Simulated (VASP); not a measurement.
A run of VASP 6.6.1:

The input INCAR:

```
SYSTEM = V
PREC = Accurate
ENCUT = 520
EDIFF = 1E-6
ISMEAR = 0
SIGMA = 0.02
LREAL = .FALSE.
LASPH = .TRUE.
NELM = 150
ALGO = Normal
ISIF = 2
LWAVE = .FALSE.
LCHARG = .FALSE.
ISPIN = 2
MAGMOM = 2
LORBIT = 11
LMAXMIX = 4
GGA = PE
NBANDS = 16
```

Contents of KPOINTS:

```
regular mesh
0
G
  12 12 12
  0 0 0
```

File POSCAR:

```
V
1.0
    2.6229311400      0.0000000000      0.0000000000
   -0.8743103798      2.4729231943      0.0000000000
   -0.8743103798     -1.2364615967      2.1416143081
V
1
Direct
    0.0000000000      0.0000000000      0.0000000000
```

Potentials or basis: VASP PAW PBE potentials, release 64 (V_sv).

The run is started by

```sh
$ cat potpaw_PBE.64/V_sv/POTCAR > POTCAR
$ mpirun -np 1 vasp_std > vasp.out
```

Hardware: 1 thread of Intel(R) Xeon(R) Platinum 8259CL CPU @ 2.50GHz (Skylake/Cascade Lake), on a shared host.

Question: Estimate the wall time of this run.

Answer: It took 24 s on 1 thread of Intel(R) Xeon(R) Platinum 8259CL CPU @ 2.50GHz (Skylake/Cascade Lake), with other jobs on the host, peak memory 0.14 GiB. Counts: scf iterations 13, k points 72.
